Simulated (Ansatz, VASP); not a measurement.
## Two plane-wave programs on Hf

```
Hf
1.0
     4.27176    0.00000    0.00000
     0.00000    4.27176    0.00000
     0.00000    0.00000    4.27176
Hf
3
Direct
  0.00000 0.50000 0.50000
  0.50000 0.00000 0.50000
  0.50000 0.50000 0.00000
```

Alike in both runs: functional PBE; k mesh 12 × 12 × 12; occupations gaussian, width 0.1 eV; no spin polarisation.

Ansatz relaxed the structure, and its values are those at the end. VASP's run is a single point on that final structure, the one shown.

|  | VASP | Ansatz |
| --- | --- | --- |
| version | VASP 6.6.1 | Ansatz 0.2.0 |
| potentials or method | VASP PAW PBE potentials, release 64 (Hf_pv), cutoff 520 eV | scalar-relativistic, plane waves, PAW |
| valence electrons in the cell | 30 | 78 |

Ansatz gave:

```
gap on the k mesh at the Fermi level (eV) : none
pressure (GPa)                            : 0.0
```

Problem. Which values does VASP return?

Solution. gap on the k mesh at the Fermi level (eV): none; pressure (GPa): -0.3.

A gap of «none» marks a metal or a gap that the smearing closes. VASP's potentials hold 30 valence electrons a cell and Ansatz's 78, so a difference there can come from the potentials and not from the codes.

Spin-orbit coupling is off throughout.
